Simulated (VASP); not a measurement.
Runs of VASP 6.6.1 on LiF. The structure is that of space group Fm-3m (No. 225), or close to it. The cells are those of the table. 

```tsv
task	level	cell	k mesh	grid for exact exchange (PRECFOCK)	share of exact exchange	screening parameter	gap on the mesh (eV)
relaxation of the atoms	r2SCAN	atoms relaxed from a = 2.840 Å, angles 60.0°, 2 atoms	12 × 12 × 12	-	-	-	10.37
relaxation of the atoms	r2SCAN	atoms relaxed from a = 2.821 Å, angles 60.0°, 2 atoms	12 × 12 × 12	-	-	-	10.56
relaxation of the atoms	r2SCAN	atoms relaxed from a = 2.876 Å, angles 60.0°, 2 atoms	12 × 12 × 12	-	-	-	9.98
single point	PBE0	a = 2.821 Å, angles 60.0°, 2 atoms	8 × 8 × 8	Normal	0.25	-	12.43
single point	HSE06	a = 2.821 Å, angles 60.0°, 2 atoms	8 × 8 × 8	Normal	0.25	0.2079 1/Å	(a)
relaxation of the atoms	r2SCAN	atoms relaxed from a = 2.858 Å, angles 60.0°, 2 atoms	12 × 12 × 12	-	-	-	(b)
```

Alike in all rows: potentials or basis VASP PAW PBE potentials, release 64 (Li_sv, F); no spin polarisation; cutoff (eV) 520; smearing fermi-dirac 0.02 eV.

Problem. Fill in the values left out.

Solution. (a) 11.67; (b) 10.16.

Caveats: the relaxation stopped at its first step, so nothing moved (at least some runs).

A k mesh can miss the band edges.
